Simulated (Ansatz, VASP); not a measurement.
**One calculation of Cl, two programs**

Contents of INCAR:

```
PREC = Accurate
ENCUT = 520
EDIFF = 1E-6
ISMEAR = -1
SIGMA = 0.05
LREAL = False
LASPH = True
NELM = 100
ALGO = Normal
ISIF = 2
LWAVE = False
LCHARG = False
GGA = CA
NBANDS = 22
```

KPOINTS

```
Automatic mesh
0
Gamma
  9 9 4
```

Contents of POSCAR:

```
Cl
1.0
    3.1709139940     -1.9071086335      0.0000000000
    3.1709139940      1.9071086335      0.0000000000
    0.0000000000      0.0000000000      8.0030725691
Cl
4
Direct
    0.8627134636      0.1372865364      0.1133641751
    0.6372865364      0.3627134636      0.6133641751
    0.1372865364      0.8627134636      0.8866358249
    0.3627134636      0.6372865364      0.3866358249
```

Input for Ansatz:

```yaml
crystal:
  lattice:
    - [3.170913994, -1.9071086335, 0.0]
    - [3.170913994, 1.9071086335, 0.0]
    - [0.0, 0.0, 8.0030725691]
  atoms:
    - { symbol: Cl, position: [0.8627134636, 0.1372865364, 0.1133641751] }
    - { symbol: Cl, position: [0.6372865364, 0.3627134636, 0.6133641751] }
    - { symbol: Cl, position: [0.1372865364, 0.8627134636, 0.8866358249] }
    - { symbol: Cl, position: [0.3627134636, 0.6372865364, 0.3866358249] }
hamiltonian:
  xc: lda
  pseudopotentials:
    kind: paw
    azcp:
      Cl: "pseudopotentials/Cl.paw.azcp"
basis:
  ecutwfc: 420
  fft_grid_basis: typed
kpoints:
  mp_grid: { grid: [9, 9, 4], shift: [0, 0, 0] }
magnetization:
  spin_polarized: false
scf:
  occupations: { method: fermi_dirac, width: 0.05 }
  lower_state_search: "off"
output:
  stress: true
  write_density: true
  write_potential: true
  elf: true
  volumetric_format: npy
```

Alike in both runs: task single point; functional LDA; k mesh 9 × 9 × 4; occupations fermi-dirac, width 0.05 eV; no spin polarisation.

```csv
,VASP,Ansatz
version,VASP 6.6.1,Ansatz 0.2.0
potentials or method,"VASP PAW LDA potentials, release 64 (Cl), cutoff 520 eV","plane waves (420 eV) with PAW, scalar-relativistic"
valence electrons in the cell,28,28
```

|  | VASP | Ansatz | Ansatz less VASP |
| --- | --- | --- | --- |
| pressure (GPa) | -3.4 | -3.1 | +0.23 |
| traceless stress, the component that is largest in VASP (GPa) | -2.98 | -2.78 | +0.199 |

Ansatz warns that its potentials were made for another functional, while VASP's fit it. LDA's correlation is that of Perdew and Zunger in VASP and of Perdew and Wang (1992) in Ansatz.
